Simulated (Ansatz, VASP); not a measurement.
# GaAs in VASP and in Ansatz

Contents of INCAR:

```
PREC = Accurate ; ENCUT = 520
EDIFF = 1E-6 ; ISMEAR = 0
SIGMA = 0.05 ; LREAL = F
LASPH = T ; NELM = 80
ALGO = Normal ; ISIF = 2
LWAVE = F ; LCHARG = T
GGA = PS ; LELF = T
LVHAR = T ; NBANDS = 16
```

KPOINTS

```
Automatic mesh
0
Gamma
  12 12 12
```

File POSCAR:

```
GaAs
1.0
    0.0000000000      2.4694809367      3.7042214051
    2.4694809367      0.0000000000      3.7042214051
    2.4694809367      2.4694809367      0.0000000000
Ga As
1 1
Direct
    0.0000000000      0.0000000000      0.0000000000
    0.7500000000      0.7500000000      0.7500000000
```

Input for Ansatz:

```yaml
crystal:
  lattice:
    - [0.0, 2.4694809367, 3.7042214051]
    - [2.4694809367, 0.0, 3.7042214051]
    - [2.4694809367, 2.4694809367, 0.0]
  atoms:
    - { symbol: Ga, position: [0.0, 0.0, 0.0] }
    - { symbol: As, position: [0.75, 0.75, 0.75] }
basis:
  ecutwfc: 420
kpoints:
  mp_grid: { grid: [12, 12, 12] }
hamiltonian:
  xc: pbesol
scf:
  occupations: { method: gaussian, width: 0.05 }
output:
  forces: true
  stress: true
  eigenvalues: true
```

Alike in both runs: task single point; functional PBEsol; k mesh 12 × 12 × 12; occupations gaussian, width 0.05 eV; no spin polarisation.

|  | VASP | Ansatz |
| --- | --- | --- |
| version | VASP 6.6.1 | Ansatz 0.2.0 |
| potentials or method | VASP PAW PBE potentials, release 64 (Ga_d, As), cutoff 520 eV | scalar-relativistic, plane waves, PAW |
| valence electrons in the cell | 18 | 28 |

```tsv
	VASP	Ansatz	Ansatz less VASP
gap on the k mesh at the Fermi level (eV)	none	none	-
pressure (GPa)	-0.2	-0.4	-0.13
traceless stress, the component that is largest in VASP (GPa)	-10.27	-10.34	-0.076
```

VASP's potentials were made for PBE, not for PBEsol. A gap of «none» marks a metal or a gap that the smearing closes. VASP's potentials hold 18 valence electrons a cell and Ansatz's 28, so a difference there can come from the potentials and not from the codes.
